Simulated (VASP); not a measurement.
# BeS (F-43m) in VASP: notebook

BeS is run at these levels: PBEsol; tasks: single point.

Program: VASP 6.6.1. These are calculated values, not measurements. Logs are shortened: lines on timing, memory, paths and dates and some standing lists are left out, and cuts for length are marked.

**1. The cell of the first run**

It takes space group F-43m (No. 216, cubic). Conventional cell: a = 4.914 Å, b = 4.914 Å, c = 4.914 Å, α = 90.00°, β = 90.00°, γ = 90.00°. Within 2.8 Å of Be (site symmetry -43m) lie 4 S at 2.13 Å. Within 2.8 Å of S (site symmetry -43m) lie 4 Be at 2.13 Å.

**2. Single point, PBEsol (volume 14.834 Å^3 an atom, c/a of the conventional cell 1.0000)**

File INCAR:

```
SYSTEM = BeS
ALGO = Normal ; EDIFF = 1E-7
ENCUT = 520 ; GGA = PS
ISIF = 2 ; ISMEAR = 0
LASPH = .True. ; LCHARG = .False.
LREAL = .False. ; LWAVE = .False.
NBANDS = 11 ; NELM = 100
PREC = Accurate ; SIGMA = 0.05
```

File KPOINTS:

```
k-points
0
Gamma
  10 10 10
  0 0 0
```

File POSCAR:

```
BeS
1.0
    0.0000000000      2.4570807242      2.4570807242
    2.4570807242      0.0000000000      2.4570807242
    2.4570807242      2.4570807242      0.0000000000
Be S
1 1
Direct
    0.0000000000      0.0000000000      0.0000000000
    0.7500000000      0.7500000000      0.7500000000
```

Potentials or basis: VASP PAW PBE potentials, release 64 (Be, S).

Run with:

```
> cat potpaw_PBE.64/Be/POTCAR potpaw_PBE.64/S/POTCAR > POTCAR
> mpirun -np 1 vasp_std > vasp.out
```

OUTCAR:

```text
SYSTEM = BeS
   EDIFF = 1E-7
   ENCUT = 520
   GGA = PS
   ISIF = 2
   ISMEAR = 0
   LASPH = .True.
   LREAL = .False.
   NELM = 100
   PREC = Accurate

 ion  position               nearest neighbor table
   1  0.000  0.000  0.000-   2 2.13   2 2.13   2 2.13   2 2.13
   2  0.750  0.750  0.750-   1 2.13   1 2.13   1 2.13   1 2.13

  LATTYP: Found a face centered cubic cell.
 ALAT       =     4.9141614484

  Lattice vectors:

 A1 = (   0.0000000000,   2.4570807242,   2.4570807242)
 A2 = (   2.4570807242,   0.0000000000,   2.4570807242)
 A3 = (   2.4570807242,   2.4570807242,   0.0000000000)

Analysis of symmetry for initial positions (statically):
=====================================================================
 Subroutine PRICEL returns:
 Original cell was already a primitive cell.

 Routine SETGRP: Setting up the symmetry group for a
 face centered cubic supercell.

 Subroutine GETGRP returns: Found 24 space group operations
 (whereof 24 operations were pure point group operations)
 out of a pool of 48 trial point group operations.

The static configuration has the point symmetry T_d .

Analysis of symmetry for dynamics (positions and initial velocities):
=====================================================================
 Subroutine PRICEL returns:
 Original cell was already a primitive cell.

 Routine SETGRP: Setting up the symmetry group for a
 face centered cubic supercell.

 Subroutine GETGRP returns: Found 24 space group operations
 (whereof 24 operations were pure point group operations)
 out of a pool of 48 trial point group operations.

The dynamic configuration has the point symmetry T_d .

 Subroutine INISYM returns: Found 24 space group operations
 (whereof 24 operations are pure point group operations),
 and found     1 'primitive' translations

----------------------------------------------------------------------------------------

                                     Primitive cell

  volume of cell :      29.6680

  direct lattice vectors                    reciprocal lattice vectors
     0.000000000  2.457080724  2.457080724    -0.203493518  0.203493518  0.203493518
     2.457080724  0.000000000  2.457080724     0.203493518 -0.203493518  0.203493518
     2.457080724  2.457080724  0.000000000     0.203493518  0.203493518 -0.203493518

  length of vectors
     3.474836884  3.474836884  3.474836884     0.352461112  0.352461112  0.352461112

  position of ions in fractional coordinates (direct lattice)
     0.000000000  0.000000000  0.000000000
     0.750000000  0.750000000  0.750000000

  ion indices of the primitive-cell ions
   primitive index   ion index
                 1           1
                 2           2

----------------------------------------------------------------------------------------

 KPOINTS: k-points

Automatic generation of k-mesh.
 Grid dimensions read from file:
 generate k-points for:   10   10   10

 Generating k-lattice:

  Cartesian coordinates                     Fractional coordinates (reciprocal lattice)
    -0.020349352  0.020349352  0.020349352     0.100000000  0.000000000  0.000000000
     0.020349352 -0.020349352  0.020349352     0.000000000  0.100000000  0.000000000
     0.020349352  0.020349352 -0.020349352     0.000000000  0.000000000  0.100000000

  Length of vectors
     0.035246111  0.035246111  0.035246111

  Shift w.r.t. Gamma in fractional coordinates (k-lattice)
     0.000000000  0.000000000  0.000000000

 Subroutine IBZKPT returns following result:
 ===========================================

 Found     47 irreducible k-points:

 Following reciprocal coordinates:
            Coordinates               Weight
  0.000000  0.000000  0.000000      1.000000
  0.100000  0.000000  0.000000      8.000000
  0.200000  0.000000  0.000000      8.000000
  0.300000  0.000000  0.000000      8.000000
  0.400000  0.000000  0.000000      8.000000
  0.500000  0.000000  0.000000      4.000000
[... 16 lines left out ...]
  0.300000  0.300000  0.000000      6.000000
  0.400000  0.300000  0.000000     24.000000
 [... further k-points ...]
   k-points           NKPTS =     47   k-points in BZ     NKDIM =     47   number of bands    NBANDS=     11
   number of dos      NEDOS =    301   number of ions     NIONS =      2
   total plane-waves  NPLWV =  21952
   dimension x,y,z NGX =    28 NGY =   28 NGZ =   28
   dimension x,y,z NGXF=    56 NGYF=   56 NGZF=   56
   ions per type =               1   1
   NGX,Y,Z   is equivalent  to a cutoff of  13.40, 13.40, 13.40 a.u.
   NGXF,Y,Z  is equivalent  to a cutoff of  26.79, 26.79, 26.79 a.u.
 SYSTEM =  BeS
   PREC   = accura    normal or accurate (medium, high low for compatibility)
   ISTART =      0    job   : 0-new  1-cont  2-samecut
   ICHARG =      2    charge: 1-file 2-atom 10-const
   ISPIN  =      1    spin polarized calculation?
   LNONCOLLINEAR =      F non collinear calculations
   LSORBIT =      F    spin-orbit coupling
   LASPH  =      T    aspherical Exc in radial PAW
   ENCUT  =  520.0 eV  38.22 Ry    6.18 a.u.   6.46  6.46  6.46*2*pi/ulx,y,z
   NELM   =    100;   NELMIN=  2; NELMDL= -5     # of ELM steps
   EDIFF  = 0.1E-06   stopping-criterion for ELM
   LREAL  =      F    real-space projection
   EDIFFG = 0.1E-05   stopping-criterion for IOM
   NSW    =      0    number of steps for IOM
   IBRION =     -1    ionic relax: 0-MD 1-quasi-New 2-CG
   NFREE  =      0    steps in history (QN), initial steepest desc. (CG)
   ISIF   =      2    stress and relaxation
   ISYM   =      2    0-nonsym 1-usesym 2-fastsym
   POTIM  = 0.5000    time-step for ionic-motion
   TEBEG  =    0.0;   TEEND  =   0.0 temperature during run
   PSTRESS=    0.0 pullay stress
   NELECT =       8.0000    total number of electrons
   NUPDOWN=      -1.0000    fix difference up-down
   EMIN   =  10.00;   EMAX   =-10.00  energy-range for DOS
   EFERMI =   0.00;   METHOD = LEGACY
   ISMEAR =     0;   SIGMA  =   0.05  broadening in eV -4-tet -1-fermi 0-gaus
   EFERMI_NEDOS =   21; number of points for ismear=-14 and -15
   IALGO  =     38    algorithm
   IMIX   =      4    mixing-type and parameters
     AMIX     =   0.40;   BMIX     =  1.00
     AMIX_MAG =   1.60;   BMIX_MAG =  1.00
  volume/ion in A,a.u.               =      14.83       100.10
  Fermi-wavevector in a.u.,A,eV,Ry     =   1.057650  1.998669 15.219804  1.118624
  Thomas-Fermi vector in A             =   2.192931
   LORBIT       =      0    0 simple, 1 ext, 2 COOP (PROOUT), +10 PAW based schemes
   GGA     = PS    functional components
   LHFCALC =     F    Hartree Fock is set to
   AEXX    =    0.0000 exact exchange contribution
   IVDW    =     0    specifies the selected vdW correction
   LEPSILON=     F    determine dielectric tensor
   LRPA    =     F    only Hartree local field effects (RPA)
 non-spin polarized calculation
 Gauss-broadening in eV      SIGMA  =   0.05
  energy-cutoff  :      520.00
  volume of cell :       29.67
 maximum number of plane-waves:       821
 NGX is ok and might be reduce to    28
   NGX = 13   NGY = 13   NGZ = 13

 number of electron       7.9999999 magnetization

 Free energy of the ion-electron system (eV)
  ---------------------------------------------------
  ext. energy  EPLUGINS =         0.00000000
  ---------------------------------------------------
  free energy    TOTEN  =       -10.54757479 eV

  energy without entropy =      -10.54757479  energy(sigma->0) =      -10.54757479

 E-fermi :   3.9653     XC(G=0):  -9.7412

 val. band max:        3.7437416047   @ k =   0.0000   0.0000   0.0000
 cond. band min:       6.7567124795   @ k =   0.5000   0.5000   0.0000
 fundamental gap:      3.0129708748
 Fermi energy:         3.9653100234

 k-point     1 :       0.0000    0.0000    0.0000
  band No.  band energies     occupation
      1      -9.7133      2.00000
      2       3.7437      2.00000
      3       3.7437      2.00000
      4       3.7437      2.00000
      5       9.1261      0.00000
      6       9.3682      0.00000
      7       9.3682      0.00000
      8       9.3682      0.00000
      9      16.4572      0.00000
     10      16.4572      0.00000
     11      18.1159      0.00000

 k-point     2 :       0.1000    0.0000    0.0000
  band No.  band energies     occupation
      1      -9.6038      2.00000
      2       2.9339      2.00000
      3       3.6175      2.00000
      4       3.6175      2.00000
      5       9.1360      0.00000
      6       9.5978      0.00000
      7       9.5978      0.00000
      8      10.1733      0.00000
      9      15.9301      0.00000
     10      15.9301      0.00000
     11      18.0703      0.00000

 k-point     3 :       0.2000    0.0000    0.0000
  band No.  band energies     occupation
      1      -9.2922      2.00000
      2       1.3382      2.00000
      3       3.3293      2.00000
      4       3.3293      2.00000
      5       9.0974      0.00000
      6      10.0617      0.00000
      7      10.0617      0.00000
      8      11.7939      0.00000
      9      15.4238      0.00000
     10      15.4238      0.00000
     11      17.7468      0.00000

 k-point     4 :       0.3000    0.0000    0.0000
  band No.  band energies     occupation
      1      -8.8396      2.00000
      2      -0.2392      2.00000
      3       3.0326      2.00000
      4       3.0326      2.00000
      5       9.0431      0.00000
      6      10.3147      0.00000
      7      10.3147      0.00000
      8      13.3213      0.00000
      9      15.8408      0.00000
     10      15.8408      0.00000
     11      17.4986      0.00000
[... 239 lines left out ...]
 k-point    22 :      -0.2000    0.2000    0.0000
  band No.  band energies     occupation
      1      -8.6868      2.00000
      2       0.0832      2.00000
      3       1.4898      2.00000
      4       3.0883      2.00000
      5       9.8731      0.00000
      6      10.7107      0.00000
      7      10.9750      0.00000
      8      12.1441      0.00000
      9      14.2609      0.00000
     10      17.7957      0.00000
     11      18.9213      0.00000

 k-point    23 :       0.3000    0.3000    0.0000
  band No.  band energies     occupation
      1      -8.5495      2.00000
      2       0.3833      2.00000
      3       1.8574      2.00000
      4       1.8574      2.00000
      5       7.7375      0.00000
      6       9.5929      0.00000
      7      13.2166      0.00000
      8      13.2166      0.00000
      9      15.4736      0.00000
     10      18.2575      0.00000
     11      20.6631      0.00000

 k-point    24 :       0.4000    0.3000    0.0000
  band No.  band energies     occupation
      1      -8.1964      2.00000
      2      -0.3161      2.00000
      3       1.3876      2.00000
      4       1.6423      2.00000
      5       7.7027      0.00000
      6       9.4890      0.00000
      7      13.6253      0.00000
      8      13.7923      0.00000
      9      16.9603      0.00000
     10      18.9509      0.00000
     11      20.1137      0.00000

 [... further k-points ...]

------------------------ aborting loop because EDIFF is reached ----------------------------------------

  FORCE on cell =-STRESS in cart. coord.  units (eV):
  Direction    XX          YY          ZZ          XY          YZ          ZX
  --------------------------------------------------------------------------------------
  -------------------------------------------------------------------------------------
  Total       -0.7461511     -0.7461511     -0.7461511      0.0000000      0.0000000      0.0000000
  in kB      -40.2948073    -40.2948073    -40.2948073      0.0000000      0.0000000      0.0000000
  external PRESSURE =     -40.2948073 kB  Pullay stress =       0.0000000 kB

 VOLUME and BASIS-vectors are now :
 -----------------------------------------------------------------------------
  energy-cutoff  :      520.00
  volume of cell :       29.67
      direct lattice vectors                 reciprocal lattice vectors
     0.000000000  2.457080724  2.457080724    -0.203493518  0.203493518  0.203493518
     2.457080724  0.000000000  2.457080724     0.203493518 -0.203493518  0.203493518
     2.457080724  2.457080724  0.000000000     0.203493518  0.203493518 -0.203493518

 POSITION                                       TOTAL-FORCE (eV/Angst)
 -----------------------------------------------------------------------------------
      0.00000      0.00000      0.00000        -0.000000     -0.000000     -0.000000
      3.68562      3.68562      3.68562         0.000000      0.000000      0.000000
 -----------------------------------------------------------------------------------
    total drift:                                0.000000      0.000000      0.000000

  FREE ENERGIE OF THE ION-ELECTRON SYSTEM (eV)
  ---------------------------------------------------
  free  energy   TOTEN  =       -10.5475747916 eV

  energy  without entropy=      -10.5475747916  energy(sigma->0) =      -10.54757479
```

Wall time 29 s (1 thread of Intel Xeon 8259CL, shared host); peak memory 0.15 GiB.

Results:

| Property | Result |
| --- | --- |
| Free energy | -10.5476 eV |
| Pressure | -4.0 GPa |
| Band gap on the k mesh | 3.01 eV, indirect (least direct gap 5.38 eV) |

Caveat: the PAW data sets were made with another functional, which shifts forces and pressure a little.

**3. Single point, PBEsol (volume 15.174 Å^3 an atom, c/a of the conventional cell 1.0000)**

File INCAR:

```
SYSTEM = BeS
  PREC = Accurate
  ENCUT = 520
  EDIFF = 1E-6
  ISMEAR = 0
  SIGMA = 0.05
  LREAL = .FALSE.
  LASPH = .TRUE.
  NELM = 80
  ALGO = Normal
  ISIF = 2
  LWAVE = .FALSE.
  LCHARG = .FALSE.
  GGA = PS
  NBANDS = 11
```

File KPOINTS:

```
regular mesh
0
G
  10 10 10
  0 0 0
```

File POSCAR:

```
BeS
1.0
    0.0000000000      2.4757114575      2.4757114575
    2.4757114575      0.0000000000      2.4757114575
    2.4757114575      2.4757114575      0.0000000000
Be S
1 1
Direct
    0.0000000000      0.0000000000      0.0000000000
    0.7500000000      0.7500000000      0.7500000000
```

Potentials or basis: VASP PAW PBE potentials, release 64 (Be, S).

Run with:

```
> cat potpaw_PBE.64/Be/POTCAR potpaw_PBE.64/S/POTCAR > POTCAR
> mpirun -np 1 vasp_std > vasp.out
```

Run time: 27 s. Hardware: 1 thread of Intel Xeon 8259CL, shared host; peak memory 0.16 GiB.

It converged, with:

| Property | Result |
| --- | --- |
| Free energy | -10.5268 eV |
| Pressure | -5.8 GPa |
| Band gap on the k mesh | 3.06 eV, indirect (least direct gap 5.20 eV) |

Levels at points of the mesh, in eV from the valence-band top:
| k point | band 1 | band 2 | band 3 | band 4 | band 5 | band 6 | band 7 | band 8 |
| --- | --- | --- | --- | --- | --- | --- | --- | --- |
| (0.00, 0.00, 0.00) | -13.31 | 0.00 | 0.00 | 0.00 | 5.20 | 5.63 | 5.63 | 5.63 |
| (0.50, 0.00, 0.00) | -11.84 | -5.47 | -0.96 | -0.96 | 5.15 | 6.49 | 6.49 | 10.68 |
| (0.50, 0.50, 0.00) | -11.35 | -4.76 | -2.46 | -2.46 | 3.06 | 4.85 | 12.25 | 12.25 |

Caveat: the PAW data sets were made with another functional, which shifts forces and pressure a little. A k mesh can miss the band edges.

**4. Single point, PBEsol (volume 15.514 Å^3 an atom, c/a of the conventional cell 1.0000)**

File INCAR:

```
SYSTEM = BeS
PREC = Accurate
ENCUT = 520
EDIFF = 1E-7
ISMEAR = 0
SIGMA = 0.05
LREAL = .FALSE.
LASPH = .TRUE.
NELM = 80
ALGO = Normal
ISIF = 2
LWAVE = .FALSE.
LCHARG = .FALSE.
GGA = PS
NBANDS = 11
```

KPOINTS is that of step 3.

File POSCAR:

```
BeS
1.0
    0.0000000000      2.4940659259      2.4940659259
    2.4940659259      0.0000000000      2.4940659259
    2.4940659259      2.4940659259      0.0000000000
Be S
1 1
Direct
    0.0000000000      0.0000000000      0.0000000000
    0.7500000000      0.7500000000      0.7500000000
```

Run with:

```
> cat potpaw_PBE.64/Be/POTCAR potpaw_PBE.64/S/POTCAR > POTCAR
> mpirun -np 1 vasp_std > vasp.out
```

Run time: 29 s. Hardware: 1 thread of Intel Xeon 8259CL, shared host; peak memory 0.15 GiB.

The run converged. Its results:

- Free energy: -10.4990 eV
- Pressure: -7.4 GPa
- Band gap on the k mesh: 3.10 eV, indirect (least direct gap 5.03 eV)

Levels at points of the mesh, in eV from the valence-band top:
| k point | band 2 | band 3 | band 4 | band 5 | band 6 | band 7 |
| --- | --- | --- | --- | --- | --- | --- |
| (0.00, 0.00, 0.00) | 0.00 | 0.00 | 0.00 | 5.03 | 5.63 | 5.63 |
| (0.50, 0.00, 0.00) | -5.34 | -0.93 | -0.93 | 5.07 | 6.49 | 6.49 |
| (0.50, 0.50, 0.00) | -4.66 | -2.39 | -2.39 | 3.10 | 4.86 | 12.07 |

Caveat: the PAW data sets were made with another functional, which shifts forces and pressure a little. A k mesh can miss the band edges.

**5. Single point, PBEsol (volume 15.853 Å^3 an atom, c/a of the conventional cell 1.0000)**

File INCAR:

```
PREC = Accurate ; ENCUT = 520
EDIFF = 1E-6 ; ISMEAR = 0
SIGMA = 0.05 ; LREAL = F
LASPH = T ; NELM = 60
ALGO = Normal ; ISIF = 2
LWAVE = F ; LCHARG = F
GGA = PS ; NBANDS = 11
```

File KPOINTS:

```
regular mesh
0
Gamma
  10 10 10
```

File POSCAR:

```
BeS
1.0
    0.0000000000      2.5121013286      2.5121013286
    2.5121013286      0.0000000000      2.5121013286
    2.5121013286      2.5121013286      0.0000000000
Be S
1 1
Direct
    0.0000000000      0.0000000000      0.0000000000
    0.7500000000      0.7500000000      0.7500000000
```

Run with:

```
> cat potpaw_PBE.64/Be/POTCAR potpaw_PBE.64/S/POTCAR > POTCAR
> mpirun -np 1 vasp_std > vasp.out
```

Run time: 26 s. Hardware: 1 thread of Intel Xeon 8259CL, shared host; peak memory 0.15 GiB.

The run converged. Its results:

```yaml
Free_energy: -10.4650 eV
Pressure: -8.8 GPa
Band_gap_on_the_k_mesh: 3.14 eV, indirect (least direct gap 4.86 eV)
```

Levels at points of the mesh, in eV from the valence-band top:
```
           k point  band 1  band 2  band 3  band 4  band 5  band 6  band 7  band 8  band 9
(0.00, 0.00, 0.00)  -13.05    0.00    0.00    0.00    4.86    5.63    5.63    5.63   12.57
(0.50, 0.00, 0.00)  -11.69   -5.21   -0.91   -0.91    4.99    6.48    6.48   10.46   14.12
(0.50, 0.50, 0.00)  -11.24   -4.55   -2.33   -2.33    3.14    4.87   11.90   11.90   14.07
```

Caveat: the PAW data sets were made with another functional, which shifts forces and pressure a little. A k mesh can miss the band edges.

**6. Summary**

| cell | gap on the mesh (eV) | pressure (GPa) |
| --- | --- | --- |
| a = 3.475 Å, angles 60.0°, 2 atoms | 3.01 | -4.0 |
| a = 3.501 Å, angles 60.0°, 2 atoms | 3.06 | -5.8 |
| a = 3.527 Å, angles 60.0°, 2 atoms | 3.10 | -7.4 |
| a = 3.553 Å, angles 60.0°, 2 atoms | 3.14 | -8.8 |

Alike in all rows: task single point; level PBEsol; potentials or basis VASP PAW PBE potentials, release 64 (Be, S); no spin polarisation; k mesh 10 × 10 × 10; cutoff (eV) 520; smearing gaussian 0.05 eV.

Caveats: the PAW data sets were made with another functional, which shifts forces and pressure a little.

Total energies depend on the potentials used, so only differences within one code and one set of settings carry meaning.
